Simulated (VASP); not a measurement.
# SbPt (P6_3/mmc) in VASP: notebook, part 2 of 2

VASP 6.6.1.

## (3) Single point, LDA (equal xx and yy strain of +2 %)

Input file INCAR:

```
ALGO = Normal ; EDIFF = 1E-6
ENCUT = 520 ; GGA = CA
ISIF = 2 ; ISMEAR = -1
LASPH = T ; LCHARG = F
LREAL = F ; LWAVE = F
NBANDS = 23 ; NELM = 100
PREC = Accurate ; SIGMA = 0.08
```

Input file KPOINTS:

```
k-points
0
Gamma
  11 11 8
```

Input file POSCAR:

```
SbPt
1.0
    4.2125978280      0.0000000000      0.0000000000
   -2.1062989140      3.6482167350      0.0000000000
    0.0000000000      0.0000000000      5.4720000000
Sb Pt
2 2
Direct
    0.3333333333      0.6666666667      0.2500000000
    0.6666666667      0.3333333333      0.7500000000
    0.0000000000      0.0000000000      0.0000000000
    0.0000000000      0.0000000000      0.5000000000
```

Potentials or basis: VASP PAW LDA potentials, release 64 (Sb, Pt).

Launch:

```
> cat potpaw_LDA.64/Sb/POTCAR potpaw_LDA.64/Pt/POTCAR > POTCAR
> mpirun -np 1 vasp_std > vasp.out
```

It took 1.8 min on 1 thread of Intel Xeon 6975P-C, shared host; peak memory 0.27 GiB.

Results (log left out):

```
Free energy            : -26.3064 eV
Pressure               : -5.0 GPa
Band gap on the k mesh : zero (band 15 reaches 11.68 eV, above the bottom of band 16 at 7.92 eV)
```

Stress tensor (GPa, compression positive):
```
-5.30  0.00  0.00
 0.00 -5.30  0.00
 0.00  0.00 -4.53
```

Levels at points of the mesh, in eV from the Fermi level:
```csv
k point,band 13,band 14,band 15,band 16,band 17,band 18
"(0.00, 0.00, 0.00)",-0.10,-0.10,0.89,2.31,2.37,3.27
"(0.00, 0.00, 0.50)",-1.22,-1.22,2.26,2.26,2.26,2.26
```

Caveat: the cell differs from its parent crystal (equal xx and yy strain of +2 %); spin-orbit coupling is left out, which moves the levels of the heavy elements.

## (4) Single point, LDA (zz strain of -2 %)

Input file INCAR:

```
SYSTEM = SbPt
ALGO = Normal ; EDIFF = 1E-6
ENCUT = 520 ; GGA = CA
ISIF = 2 ; ISMEAR = -1
LASPH = .TRUE. ; LCHARG = .FALSE.
LREAL = .FALSE. ; LWAVE = .FALSE.
NBANDS = 23 ; NELM = 100
PREC = Accurate ; SIGMA = 0.08
```

Input file KPOINTS:

```
k-points
0
G
  11 11 8
  0 0 0
```

Input file POSCAR:

```
SbPt
1.0
    4.1299978706      0.0000000000      0.0000000000
   -2.0649989353      3.5766830735      0.0000000000
    0.0000000000      0.0000000000      5.3625600000
Sb Pt
2 2
Direct
    0.3333333333      0.6666666667      0.2500000000
    0.6666666667      0.3333333333      0.7500000000
    0.0000000000      0.0000000000      0.0000000000
    0.0000000000      0.0000000000      0.5000000000
```

Potentials or basis: VASP PAW LDA potentials, release 64 (Sb, Pt).

Launch:

```
> cat potpaw_LDA.64/Sb/POTCAR potpaw_LDA.64/Pt/POTCAR > POTCAR
> mpirun -np 1 vasp_std > vasp.out
```

OUTCAR:

```text
SYSTEM = SbPt
   EDIFF = 1E-6
   ENCUT = 520
   GGA = CA
   ISIF = 2
   ISMEAR = -1
   LASPH = .TRUE.
   LREAL = .FALSE.
   NELM = 100
   PREC = Accurate

 ion  position               nearest neighbor table
   1  0.333  0.667  0.250-   3 2.74   4 2.74   3 2.74   4 2.74   3 2.74   4 2.74   2 3.59   2 3.59
                             2 3.59   2 3.59   2 3.59   2 3.59
   2  0.667  0.333  0.750-   3 2.74   4 2.74   3 2.74   4 2.74   3 2.74   4 2.74   1 3.59   1 3.59
                             1 3.59   1 3.59   1 3.59   1 3.59
   3  0.000  0.000  0.000-   4 2.68   4 2.68   1 2.74   2 2.74   1 2.74   2 2.74   2 2.74   1 2.74

   4  0.000  0.000  0.500-   3 2.68   3 2.68   1 2.74   2 2.74   1 2.74   2 2.74   2 2.74   1 2.74

  LATTYP: Found a hexagonal cell.
[... 827 lines left out ...]
  -------------------------------------------------------------------------------------
  Total        1.4445903      1.4445903      2.6121929     -0.0000000      0.0000000     -0.0000000
  in kB       29.2181579     29.2181579     52.8339864     -0.0000000      0.0000000     -0.0000000
  external PRESSURE =      37.0901007 kB  Pullay stress =       0.0000000 kB

 VOLUME and BASIS-vectors are now :
 -----------------------------------------------------------------------------
  energy-cutoff  :      520.00
  volume of cell :       79.21
      direct lattice vectors                 reciprocal lattice vectors
     4.129997871  0.000000000  0.000000000     0.242130875  0.139794326  0.000000000
    -2.064998935  3.576683073  0.000000000     0.000000000  0.279588652  0.000000000
     0.000000000  0.000000000  5.362560000     0.000000000  0.000000000  0.186478100

 POSITION                                       TOTAL-FORCE (eV/Angst)
 -----------------------------------------------------------------------------------
     -0.00000      2.38446      1.34064         0.000000     -0.000000      0.000000
      2.06500      1.19223      4.02192        -0.000000      0.000000      0.000000
      0.00000      0.00000      0.00000         0.000000      0.000000      0.000000
      0.00000      0.00000      2.68128         0.000000      0.000000      0.000000
 -----------------------------------------------------------------------------------
    total drift:                               -0.000000      0.000000      0.000000

  FREE ENERGIE OF THE ION-ELECTRON SYSTEM (eV)
  ---------------------------------------------------
  free  energy   TOTEN  =       -26.3329945665 eV

  energy  without entropy=      -26.2941071085  energy(sigma->0) =      -26.31355084
```

OSZICAR:

```text
N       E                     dE             d eps       ncg     rms          rms(c)
DAV:   1     0.172016908929E+03    0.17202E+03   -0.12533E+04  3704   0.115E+03
DAV:   2    -0.194375220183E+02   -0.19145E+03   -0.17883E+03  4436   0.232E+02
DAV:   3    -0.269109143085E+02   -0.74734E+01   -0.73156E+01  4487   0.495E+01
DAV:   4    -0.269920600899E+02   -0.81146E-01   -0.81085E-01  4002   0.569E+00
DAV:   5    -0.269932707037E+02   -0.12106E-02   -0.12106E-02  4567   0.730E-01    0.149E+01
DAV:   6    -0.264768352080E+02    0.51644E+00   -0.15063E+00  4030   0.963E+00    0.754E+00
DAV:   7    -0.263619038262E+02    0.11493E+00   -0.17485E-01  3757   0.317E+00    0.356E+00
DAV:   8    -0.263335476014E+02    0.28356E-01   -0.66708E-02  4352   0.187E+00    0.329E-01
DAV:   9    -0.263331765297E+02    0.37107E-03   -0.18768E-03  4072   0.259E-01    0.203E-01
DAV:  10    -0.263329979987E+02    0.17853E-03   -0.71202E-04  3974   0.160E-01    0.456E-02
DAV:  11    -0.263329944225E+02    0.35762E-05   -0.16725E-05  4528   0.273E-02    0.179E-02
DAV:  12    -0.263329945665E+02   -0.14401E-06   -0.87641E-07  2831   0.679E-03
   1 F= -.26332995E+02 E0= -.26313551E+02  d E =-.388875E-01
```

Wall time 60 s (1 thread of AMD EPYC 9R45 (Zen 5), shared host); peak memory 0.23 GiB.

What came out:

| Property | Result |
| --- | --- |
| Free energy | -26.3330 eV |
| Pressure | 3.7 GPa |
| Band gap on the k mesh | zero (band 15 reaches 12.81 eV, above the bottom of band 16 at 8.77 eV) |

Stress tensor (GPa, compression positive):
```
2.92 0.00 0.00
0.00 2.92 0.00
0.00 0.00 5.28
```

Levels at points of the mesh, in eV from the Fermi level:
| k point | band 13 | band 14 | band 15 | band 16 | band 17 | band 18 |
| --- | --- | --- | --- | --- | --- | --- |
| (0.00, 0.00, 0.00) | -0.18 | -0.18 | 0.98 | 2.25 | 2.40 | 3.61 |
| (0.00, 0.00, 0.50) | -1.18 | -1.18 | 2.37 | 2.37 | 2.37 | 2.37 |

Caveat: the cell differs from its parent crystal (zz strain of -2 %); spin-orbit coupling is left out, which moves the levels of the heavy elements.

## (5) Single point, LDA (zz strain of -1 %)

Input file INCAR:

```
SYSTEM = SbPt
PREC     = Accurate       ! precision mode
ENCUT    = 520            ! plane-wave cutoff, eV
EDIFF    = 1E-6           ! SCF threshold, eV
ISMEAR   = -1             ! smearing method
SIGMA    = 0.08           ! smearing width, eV
LREAL    = .FALSE.        ! projectors in reciprocal space
LASPH    = .TRUE.         ! aspherical terms in the spheres
NELM     = 100            ! most SCF steps
ALGO     = Normal         ! electronic algorithm
ISIF     = 2              ! what is computed and relaxed
LWAVE    = .FALSE.        ! write WAVECAR
LCHARG   = .FALSE.        ! write CHGCAR
NBANDS   = 23             ! bands
```

Input file KPOINTS:

```
Automatic mesh
0
G
  11 11 8
  0 0 0
```

POSCAR: that of step 4 with these lines changed.

```diff
@@ -4,3 +4,3 @@
    -2.0649989353      3.5766830735      0.0000000000
-    0.0000000000      0.0000000000      5.3625600000
+    0.0000000000      0.0000000000      5.4172800000
 Sb Pt
```

Launch:

```
> cat potpaw_LDA.64/Sb/POTCAR potpaw_LDA.64/Pt/POTCAR > POTCAR
> mpirun -np 1 vasp_std > vasp.out
```

It took 60 s on 1 thread of AMD EPYC 9R45 (Zen 5), shared host; peak memory 0.23 GiB.

Results (log left out):

```
Free energy            : -26.3519 eV
Pressure               : 1.9 GPa
Band gap on the k mesh : zero (band 15 reaches 12.63 eV, above the bottom of band 16 at 8.63 eV)
```

Stress tensor (GPa, compression positive):
```
1.73 0.00 0.00
0.00 1.73 0.00
0.00 0.00 2.15
```

Levels at points of the mesh, in eV from the Fermi level:
| k point | band 13 | band 14 | band 15 | band 16 | band 17 | band 18 |
| --- | --- | --- | --- | --- | --- | --- |
| (0.00, 0.00, 0.00) | -0.13 | -0.13 | 0.86 | 2.33 | 2.36 | 3.62 |
| (0.00, 0.00, 0.50) | -1.21 | -1.21 | 2.37 | 2.37 | 2.37 | 2.37 |

Caveat: the cell differs from its parent crystal (zz strain of -1 %); spin-orbit coupling is left out, which moves the levels of the heavy elements.

## (6) Summary

| cell | gap on the mesh (eV) | pressure (GPa) |
| --- | --- | --- |
| a = 4.171, b = 4.171, c = 5.472 Å, angles 90.0, 90.0, 120.0°, 4 atoms | none | -2.6 |
| a = 4.213, b = 4.213, c = 5.472 Å, angles 90.0, 90.0, 120.0°, 4 atoms | none | -5.0 |
| a = 4.130, b = 4.130, c = 5.363 Å, angles 90.0, 90.0, 120.0°, 4 atoms | none | 3.7 |
| a = 4.130, b = 4.130, c = 5.417 Å, angles 90.0, 90.0, 120.0°, 4 atoms | none | 1.9 |

Alike in all rows: task single point; level LDA; potentials or basis VASP PAW LDA potentials, release 64 (Sb, Pt); no spin polarisation; k mesh 11 × 11 × 8; cutoff (eV) 520; smearing fermi-dirac 0.08 eV.

Caveats: spin-orbit coupling is left out, which moves the levels of the heavy elements.

Absolute energies hang on the potentials; compare differences alone.
